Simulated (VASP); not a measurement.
Input of a VASP 6.6.1 run:

File INCAR:

```
  PREC = Accurate
  ENCUT = 520
  EDIFF = 1E-6
  ISMEAR = 0
  SIGMA = 0.05
  LREAL = F
  LASPH = T
  NELM = 100
  ALGO = Normal
  ISIF = 2
  LWAVE = F
  LCHARG = F
  GGA = PE
  NBANDS = 28
```

The input KPOINTS:

```
Automatic mesh
0
Gamma
  8 8 6
```

POSCAR

```
PbO
1.0
    4.0474292783      0.0000000000      0.0000000000
    0.0000000000      4.0474292783      0.0000000000
    0.0000000000      0.0000000000      5.3981556505
Pb O
2 2
Direct
    0.5000000000      0.0000000000      0.2205824151
    0.0000000000      0.5000000000      0.7794175849
    0.0000000000      0.0000000000      0.0000000000
    0.5000000000      0.5000000000      0.0000000000
```

Potentials or basis: VASP PAW PBE potentials, release 64 (Pb_d, O).

Command:

```bash
$ cat potpaw_PBE.64/Pb_d/POTCAR potpaw_PBE.64/O/POTCAR > POTCAR
$ mpirun -np 1 vasp_std > vasp.out
```

**Question.** Predict the band gap on the k mesh.

**Answer.** 1.63 eV, indirect (least direct gap 2.02 eV).

**Question.** Predict the pressure.

**Answer.** 0.5 GPa.

**Question.** What does it give for the largest force?

**Answer.** 0.039 eV/Å.

Stress tensor (GPa, compression positive):
```
0.53 0.00 0.00
0.00 0.53 0.00
0.00 0.00 0.45
```

Caveat: spin-orbit coupling is left out, which moves the levels of the heavy elements. A k mesh can miss the band edges.
